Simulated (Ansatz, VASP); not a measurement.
**WSe2: VASP beside Ansatz**

Contents of INCAR:

```
SYSTEM = WSe2
PREC = Accurate
ENCUT = 520
EDIFF = 1E-6
ISMEAR = 0
SIGMA = 0.05
LREAL = .FALSE.
LASPH = .TRUE.
NELM = 80
ALGO = Normal
ISIF = 2
LWAVE = .FALSE.
LCHARG = .FALSE.
GGA = PS
NBANDS = 20
```

Contents of KPOINTS:

```
Automatic mesh
0
G
  12 12 2
  0 0 0
```

POSCAR

```
WSe2
1.0
    3.5972779462      0.0000000000      0.0000000000
   -1.7986389731      2.8321218963      0.0000000000
    0.0000000000      0.0000000000     16.6612169706
W Se
1 2
Direct
    0.0000000000      0.0000000000      0.0000000000
    0.3333333333      0.6666666667      0.1003992721
    0.3333333333      0.6666666667      0.8996007279
```

Input for Ansatz:

```yaml
crystal:
  lattice:
    - [3.5972779462, 0.0, 0.0]
    - [-1.7986389731, 2.8321218963, 0.0]
    - [0.0, 0.0, 16.6612169706]
  atoms:
    - { symbol: W, position: [0.0, 0.0, 0.0] }
    - { symbol: Se, position: [0.3333333333, 0.6666666667, 0.1003992721] }
    - { symbol: Se, position: [0.3333333333, 0.6666666667, 0.8996007279] }
basis:
  ecutwfc: 420
kpoints:
  mp_grid: { grid: [12, 12, 2] }
hamiltonian:
  xc: pbesol
scf:
  occupations: { method: gaussian, width: 0.05 }
output:
  forces: true
  stress: true
  eigenvalues: true
```

Change from the starting cell: strain +0.1000 x Voigt [1, 0, 0, 0, 0, 0], atoms carried along.

Alike in both runs: task single point; functional PBEsol; k mesh 12 × 12 × 2; occupations gaussian, width 0.05 eV; no spin polarisation.

|  | VASP | Ansatz |
| --- | --- | --- |
| version | VASP 6.6.1 | Ansatz 0.2.0 |
| potentials or method | VASP PAW PBE potentials, release 64 (W_sv, Se), cutoff 520 eV | scalar-relativistic, plane waves, PAW |
| valence electrons in the cell | 26 | 46 |

```csv
,VASP,Ansatz,Ansatz less VASP
gap on the k mesh at the Fermi level (eV),1.23,1.23,+0.002
least direct gap on the mesh (eV),1.23,1.23,+0.002
rms of the force components (eV/Å),0.465,0.481,+0.0160
```

VASP's potentials were made for PBE, not for PBEsol. Atom by atom the forces differ by 0.021 eV/Å (rms over components). VASP's potentials hold 26 valence electrons a cell and Ansatz's 46, so a difference there can come from the potentials and not from the codes.

Neither program's run includes spin-orbit coupling.
